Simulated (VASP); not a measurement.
# LiCl (Pm-3m) in VASP: single point with PBEsol

Aim: the single point of LiCl with PBEsol.

Program: VASP 6.6.1. These are calculated values, not measurements. Logs are shortened: lines on timing, memory, paths and dates and some standing lists are left out, and cuts for length are marked.

## Step 1: The cell of the first run

Symmetry: Pm-3m, No. 221, cubic system. The conventional cell has a = 3.231 Å, b = 3.231 Å, c = 3.231 Å, α = 90.00°, β = 90.00°, γ = 90.00°. Li (site symmetry m-3m) has 8 Cl at 2.80 Å and 6 Li at 3.23 Å within 3.7 Å. Cl (site symmetry m-3m) has 8 Li at 2.80 Å and 6 Cl at 3.23 Å within 3.7 Å.

## Step 2: Single point, PBEsol

The input, INCAR:

```
PREC = Accurate
ENCUT = 520
EDIFF = 1E-7
ISMEAR = 0
SIGMA = 0.05
LREAL = False
LASPH = True
NELM = 80
ALGO = Normal
ISIF = 2
LWAVE = False
LCHARG = False
GGA = PS
NBANDS = 12
```

The input, KPOINTS:

```
Automatic mesh
0
Gamma
  8 8 8
```

The input, POSCAR:

```
LiCl
1.0
   -1.0771317040      2.1542634080      2.1542634080
    2.1542634080     -1.0771317040      2.1542634080
    2.1542634080      2.1542634080     -1.0771317040
Li Cl
1 1
Direct
    0.0000000000      0.0000000000      0.0000000000
    0.5000000000      0.5000000000      0.5000000000
```

Potentials or basis: VASP PAW PBE potentials, release 64 (Li_sv, Cl).

The run is started by

```console
$ cat potpaw_PBE.64/Li_sv/POTCAR potpaw_PBE.64/Cl/POTCAR > POTCAR
$ mpirun -np 1 vasp_std > vasp.out
```

OUTCAR:

```text
PREC = Accurate
   ENCUT = 520
   EDIFF = 1E-7
   ISMEAR = 0
   LREAL = False
   LASPH = True
   NELM = 80
   ISIF = 2
   GGA = PS

 ion  position               nearest neighbor table
   1  0.000  0.000  0.000-
   2  0.500  0.500  0.500-

  LATTYP: Found a simple cubic cell.
 ALAT       =     3.2313951120

  Lattice vectors:

 A1 = (  -1.0771317040,   2.1542634080,   2.1542634080)
 A2 = (   2.1542634080,  -1.0771317040,   2.1542634080)
 A3 = (   2.1542634080,   2.1542634080,  -1.0771317040)

Analysis of symmetry for initial positions (statically):
=====================================================================
 Subroutine PRICEL returns:
 Original cell was already a primitive cell.

 Routine SETGRP: Setting up the symmetry group for a
 simple cubic supercell.

 Subroutine GETGRP returns: Found 48 space group operations
 (whereof 48 operations were pure point group operations)
 out of a pool of 48 trial point group operations.

The static configuration has the point symmetry O_h .

Analysis of symmetry for dynamics (positions and initial velocities):
=====================================================================
 Subroutine PRICEL returns:
 Original cell was already a primitive cell.

 Routine SETGRP: Setting up the symmetry group for a
 simple cubic supercell.

 Subroutine GETGRP returns: Found 48 space group operations
 (whereof 48 operations were pure point group operations)
 out of a pool of 48 trial point group operations.

The dynamic configuration has the point symmetry O_h .

 Subroutine INISYM returns: Found 48 space group operations
 (whereof 48 operations are pure point group operations),
 and found     1 'primitive' translations

----------------------------------------------------------------------------------------

                                     Primitive cell

  volume of cell :      33.7420

  direct lattice vectors                    reciprocal lattice vectors
    -1.077131704  2.154263408  2.154263408    -0.103154620  0.206309239  0.206309239
     2.154263408 -1.077131704  2.154263408     0.206309239 -0.103154620  0.206309239
     2.154263408  2.154263408 -1.077131704     0.206309239  0.206309239 -0.103154620

  length of vectors
     3.231395112  3.231395112  3.231395112     0.309463859  0.309463859  0.309463859

  position of ions in fractional coordinates (direct lattice)
     0.000000000  0.000000000  0.000000000
[... 80 lines left out ...]
   EDIFFG = 0.1E-05   stopping-criterion for IOM
   NSW    =      0    number of steps for IOM
   IBRION =     -1    ionic relax: 0-MD 1-quasi-New 2-CG
   NFREE  =      0    steps in history (QN), initial steepest desc. (CG)
   ISIF   =      2    stress and relaxation
   ISYM   =      2    0-nonsym 1-usesym 2-fastsym
   POTIM  = 0.5000    time-step for ionic-motion
   TEBEG  =    0.0;   TEEND  =   0.0 temperature during run
   PSTRESS=    0.0 pullay stress
   NELECT =      10.0000    total number of electrons
   NUPDOWN=      -1.0000    fix difference up-down
   EMIN   =  10.00;   EMAX   =-10.00  energy-range for DOS
   EFERMI =   0.00;   METHOD = LEGACY
   ISMEAR =     0;   SIGMA  =   0.05  broadening in eV -4-tet -1-fermi 0-gaus
   EFERMI_NEDOS =   21; number of points for ismear=-14 and -15
   IALGO  =     38    algorithm
   IMIX   =      4    mixing-type and parameters
     AMIX     =   0.40;   BMIX     =  1.00
     AMIX_MAG =   1.60;   BMIX_MAG =  1.00
  volume/ion in A,a.u.               =      16.87       113.85
  Fermi-wavevector in a.u.,A,eV,Ry     =   1.091486  2.062609 16.209183  1.191341
  Thomas-Fermi vector in A             =   2.227732
   LORBIT       =      0    0 simple, 1 ext, 2 COOP (PROOUT), +10 PAW based schemes
   GGA     = PS    functional components
   LHFCALC =     F    Hartree Fock is set to
   AEXX    =    0.0000 exact exchange contribution
   IVDW    =     0    specifies the selected vdW correction
   LEPSILON=     F    determine dielectric tensor
   LRPA    =     F    only Hartree local field effects (RPA)
 non-spin polarized calculation
 Gauss-broadening in eV      SIGMA  =   0.05
  energy-cutoff  :      520.00
  volume of cell :       33.74
 maximum number of plane-waves:       926
   NGX = 13   NGY = 13   NGZ = 13

 number of electron      10.0000000 magnetization

 number of electron       9.9999995 magnetization

 Free energy of the ion-electron system (eV)
  ---------------------------------------------------
  ext. energy  EPLUGINS =         0.00000000
  ---------------------------------------------------
  free energy    TOTEN  =        -7.10090502 eV

  energy without entropy =       -7.10090502  energy(sigma->0) =       -7.10090502

 E-fermi :   2.0836     XC(G=0):  -8.9316

 val. band max:        1.8261459290   @ k =   0.5000   0.5000   0.0000
 cond. band min:       6.2476119689   @ k =   0.0000   0.0000   0.0000
 fundamental gap:      4.4214660399
 Fermi energy:         2.0836011646

 k-point     1 :       0.0000    0.0000    0.0000
  band No.  band energies     occupation
      1     -42.7416      2.00000
      2     -12.6004      2.00000
      3       0.9406      2.00000
      4       0.9406      2.00000
      5       0.9406      2.00000
      6       6.2476      0.00000
      7      10.2753      0.00000
      8      10.2753      0.00000
      9      15.2163      0.00000
     10      15.2163      0.00000
     11      15.2163      0.00000
     12      18.9872      0.00000
[... 331 lines left out ...]
 k-point    24 :       0.5000    0.3750    0.1250
  band No.  band energies     occupation
      1     -42.7349      2.00000
      2     -11.4916      2.00000
      3      -1.7646      2.00000
      4      -1.2848      2.00000
      5       1.2653      2.00000
      6       7.3040      0.00000
      7      10.2679      0.00000
      8      10.4578      0.00000
      9      13.5680      0.00000
     10      14.6544      0.00000
     11      16.4378      0.00000
     12      17.5013      0.00000

 [... further k-points ...]
[... 5 lines left out ...]
  --------------------------------------------------------------------------------------
  -------------------------------------------------------------------------------------
  Total       -0.0260903     -0.0260903     -0.0260903     -0.0000000     -0.0000000     -0.0000000
  in kB       -1.2388505     -1.2388505     -1.2388505     -0.0000000     -0.0000000     -0.0000000
  external PRESSURE =      -1.2388505 kB  Pullay stress =       0.0000000 kB

 VOLUME and BASIS-vectors are now :
 -----------------------------------------------------------------------------
  energy-cutoff  :      520.00
  volume of cell :       33.74
      direct lattice vectors                 reciprocal lattice vectors
    -1.077131704  2.154263408  2.154263408    -0.103154620  0.206309239  0.206309239
     2.154263408 -1.077131704  2.154263408     0.206309239 -0.103154620  0.206309239
     2.154263408  2.154263408 -1.077131704     0.206309239  0.206309239 -0.103154620

 POSITION                                       TOTAL-FORCE (eV/Angst)
 -----------------------------------------------------------------------------------
      0.00000      0.00000      0.00000         0.000000      0.000000     -0.000000
      1.61570      1.61570      1.61570        -0.000000     -0.000000      0.000000
 -----------------------------------------------------------------------------------
    total drift:                               -0.000000     -0.000000      0.000000

  FREE ENERGIE OF THE ION-ELECTRON SYSTEM (eV)
  ---------------------------------------------------
  free  energy   TOTEN  =        -7.1009050171 eV

  energy  without entropy=       -7.1009050171  energy(sigma->0) =       -7.10090502
```

stdout:

```text
POSCAR found type information on POSCAR LiCl
 POSCAR found :  2 types and       2 ions
 scaLAPACK will be used
 -----------------------------------------------------------------------------
|                                                                             |
|                                                                             |
|     You enforced a specific xc type in the INCAR file but a different       |
|     I HOPE YOU KNOW WHAT YOU ARE DOING!                                     |
|                                                                             |
 -----------------------------------------------------------------------------

 LDA part: xc-table for (Slater+PW92), standard interpolation
 POSCAR, INCAR and KPOINTS ok, starting setup
 FFT: planning ... GRIDC
 FFT: planning ... GRID_SOFT
 FFT: planning ... GRID
 WAVECAR not read
 entering main loop
```

Run time: 7.3 s. Hardware: 1 thread of Intel Xeon 8259CL, shared host; peak memory 0.13 GiB.

Results:

| Item | Value |
| --- | --- |
| Free energy | -7.1009 eV |
| Band gap on the k mesh | 4.42 eV (least direct gap 5.04 eV) |

Caveat: the cutoff is under 1.25 times the usual one of these potentials, so pressure, stress and relaxed cells hold a basis-set (Pulay) error; the PAW data sets were made with another functional, which shifts forces and pressure a little. A k mesh can miss the band edges.
